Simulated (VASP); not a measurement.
The system is KBe2Br.

```
K Be Br
1.0
     2.65798   -3.99422    0.00000
     2.65798    3.99422    0.00000
     0.00000    0.00000    4.30483
K Be Br
1 2 1
Direct
  0.00000 0.00000 0.00000
  0.00000 0.50000 0.00000
  0.50000 0.00000 0.00000
  0.50000 0.50000 0.50000
```

The cell was built from a structure type or drawn by symmetry, and may not be a known phase.

* Program: VASP 6.6.1
* Task: relaxation of cell and atoms
* Functional: PBE
* Potentials or basis: VASP PAW PBE potentials, release 64 (K_sv, Be, Br)
* Cutoff: 600 eV
* k mesh: 4 × 4 × 4
* Occupations: gaussian, width 0.1 eV
* Spin: no spin polarisation

At the start: pressure 7.9 GPa; volume 22.85 Å³/atom.

Task: How do energy, volume and symmetry change on relaxing?

Result: Over 11 steps the energy falls by 1053.2 meV/atom and the volume is 33.62 Å³/atom (+47.1 %); space group Cmmm (No. 65, to 0.1 Å) before and after.

The path:
```
step  energy change (eV)  largest force (eV/Å)  pressure (GPa)  volume (Å³)
   1              0.0000                0.0000            7.89        91.40
   2             -2.5182                0.0000            1.17       105.64
   3             -3.9703                0.0000           -1.43       125.13
   4             -4.0932                0.0000           -1.27       129.88
   5             -4.1696                0.0000           -0.88       135.39
   6             -4.1799                0.0000           -0.72       136.97
   7             -4.1828                0.0000           -0.66       137.70
   8             -4.2003                0.0000            0.23       133.74
   9             -4.2012                0.0000            0.06       134.43
  10             -4.2057                0.0000            0.02       134.46
  11             -4.2129                0.0000           -0.04       134.47
```

Final structure:
```cif
data_structure
_symmetry_space_group_name_H-M 'P 1'
_symmetry_Int_Tables_number 1
_cell_length_a 7.0706
_cell_length_b 7.0706
_cell_length_c 4.5809
_cell_angle_alpha 90.000
_cell_angle_beta 90.000
_cell_angle_gamma 144.042
_cell_volume 134.47
loop_
_atom_site_label
_atom_site_type_symbol
_atom_site_fract_x
_atom_site_fract_y
_atom_site_fract_z
_atom_site_occupancy
K1 K 0.00000 0.00000 0.00000 1
Be1 Be 0.00000 0.50000 0.00000 1
Be2 Be 0.50000 0.00000 0.00000 1
Br1 Br 0.50000 0.50000 0.50000 1
```

Caveat: the k points lie up to 0.38 Å⁻¹ apart in the final cell; the volume moved by over 15 % at a fixed basis, so the end points are rough.
